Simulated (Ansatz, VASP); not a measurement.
Au in VASP and in Ansatz

Contents of INCAR:

```
SYSTEM = Au
PREC = Accurate
ENCUT = 520
EDIFF = 1E-6
ISMEAR = -1
SIGMA = 0.05
LREAL = .False.
LASPH = .True.
NELM = 60
ALGO = Normal
ISIF = 2
LWAVE = .False.
LCHARG = .False.
GGA = CA
NBANDS = 18
```

Contents of KPOINTS:

```
Automatic mesh
0
Gamma
  11 11 6
  0 0 0
```

The input POSCAR:

```
Au
1.0
    2.8805363263      0.0000000000      0.0000000000
   -1.4402681631      2.4946176351      0.0000000000
    0.0000000000      0.0000000000      4.8472473353
Au
2
Direct
    0.6666666667      0.3333333333      0.2500000000
    0.3333333333      0.6666666667      0.7500000000
```

The input input.yaml:

```yaml
crystal:
  lattice:
    - [2.8805363263, 0.0, 0.0]
    - [-1.4402681631, 2.4946176351, 0.0]
    - [0.0, 0.0, 4.8472473353]
  atoms:
    - { symbol: Au, position: [0.6666666667, 0.3333333333, 0.25] }
    - { symbol: Au, position: [0.3333333333, 0.6666666667, 0.75] }
kpoints:
  mp_grid: { grid: [11, 11, 6] }
scf:
  occupations: { method: fermi_dirac, width: 0.05 }
hamiltonian:
  xc: lda
  pseudopotentials: { kind: all_electron, lapw: { basis_error: 0.001 } }
output:
  forces: true
  stress: true
  eigenvalues: true
```

Change from the starting cell: volume scaled by 0.98.

Alike in both runs: task single point; functional LDA; k mesh 11 × 11 × 6; occupations fermi-dirac, width 0.05 eV; no spin polarisation.

```csv
,VASP,Ansatz
version,VASP 6.6.1,Ansatz 0.2.0
potentials or method,"VASP PAW LDA potentials, release 64 (Au), cutoff 520 eV","all-electron LAPW, scalar-relativistic"
```

|  | VASP | Ansatz | Ansatz less VASP |
| --- | --- | --- | --- |
| gap on the k mesh at the Fermi level (eV) | none | none | - |
| pressure (GPa) | -7.6 | -8.1 | -0.41 |
| traceless stress, the component that is largest in VASP (GPa) | -0.36 | -0.27 | +0.084 |

LDA's correlation is that of Perdew and Zunger in VASP and of Perdew and Wang (1992) in Ansatz. A gap of «none» marks a metal or a gap that the smearing closes. Ansatz ran all-electron here, and VASP with PAW potentials.

Spin-orbit coupling is off throughout.
